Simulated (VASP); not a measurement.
A run of VASP 6.6.1 is set up as follows.

The input INCAR:

```
PREC = Accurate
ENCUT = 600
EDIFF = 1E-6
ISMEAR = -1
SIGMA = 0.05
LREAL = False
LASPH = True
NELM = 60
ALGO = Normal
ISIF = 3
LWAVE = False
LCHARG = False
GGA = RE
IVDW = 12
IBRION = 2
NSW = 60
EDIFFG = -0.01
```

KPOINTS

```
regular mesh
0
Gamma
  9 9 9
```

Contents of POSCAR:

```
GeW
1.0
    0.0000000000      2.5776100000      2.5776100000
    2.5776100000      0.0000000000      2.5776100000
    2.5776100000      2.5776100000      0.0000000000
Ge W
1 1
Direct
    0.5000000000      0.5000000000      0.5000000000
    0.0000000000      0.0000000000      0.0000000000
```

Potentials or basis: VASP PAW PBE potentials, release 64 (Ge_d, W_sv).

Command:

```sh
$ cat potpaw_PBE.64/Ge_d/POTCAR potpaw_PBE.64/W_sv/POTCAR > POTCAR
$ mpirun -np 1 vasp_std > vasp.out
```

Task: Predict the dispersion energy per atom.

Result: -0.974 eV.

Task: What does it give for the band gap on the k mesh?

Result: Zero (band 14 reaches 10.20 eV, above the bottom of band 15 at 8.38 eV).

Task: What does it give for the space group after relaxing (to 0.05 Å)?

Result: Fm-3m (No. 225).

Task: Predict the relaxed volume.

Result: 16.50 Å³/atom.

Step by step:
| step | energy change (eV) | largest force (eV/Å) | pressure (GPa) | volume (Å³) |
| --- | --- | --- | --- | --- |
| 1 | 0.0000 | 0.0000 | -6.47 | 34.25 |
| 2 | 0.0591 | 0.0000 | 13.83 | 30.94 |
| 3 | -0.0260 | 0.0000 | -0.14 | 33.04 |
| 4 | -0.0261 | 0.0000 | -0.15 | 33.01 |
| 5 | -0.0058 | 0.0000 | 6.46 | 31.96 |
| 6 | -0.0261 | 0.0000 | 0.25 | 32.99 |
| 7 | -0.0259 | 0.0000 | -0.48 | 33.09 |
| 8 | -0.0261 | 0.0000 | -0.06 | 33.01 |

Caveat: the PAW data sets were made with another functional, which shifts forces and pressure a little; spin-orbit coupling is left out, which moves the levels of the heavy elements; pairwise dispersion overbinds metals, which lowers pressure and volume.
